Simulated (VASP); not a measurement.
A run of VASP 6.6.1 is set up as follows.

Contents of INCAR:

```
PREC = Accurate
ENCUT = 520
EDIFF = 1E-8
ISMEAR = -1
SIGMA = 0.01
LREAL = F
LASPH = T
NELM = 60
ALGO = Normal
ISIF = 2
LWAVE = F
LCHARG = F
GGA = PS
LEFG = T
NBANDS = 16
```

The input KPOINTS:

```
Automatic mesh
0
Gamma
  9 9 9
```

File POSCAR:

```
AgCl
1.0
    0.0000000000      2.7165392174      2.7165392174
    2.7165392174      0.0000000000      2.7165392174
    2.7165392174      2.7165392174      0.0000000000
Ag Cl
1 1
Direct
    0.5000000000      0.5000000000      0.5000000000
    0.0000000000      0.0000000000      0.0000000000
```

Potentials or basis: VASP PAW PBE potentials, release 64 (Ag, Cl).

Run with:

```bash
$ cat potpaw_PBE.64/Ag/POTCAR potpaw_PBE.64/Cl/POTCAR > POTCAR
$ mpirun -np 1 vasp_std > vasp.out
```

(1) What does it give for the pressure?

(2) Predict the band gap on the k mesh.

Answers

(1) 0.4 GPa.

(2) 0.77 eV, indirect (least direct gap 3.21 eV).

Caveat: without QUAD_EFG the Cq values of the log hold for a quadrupole moment of 1 mb, not for the nuclei; the PAW data sets were made with another functional, which shifts forces and pressure a little.
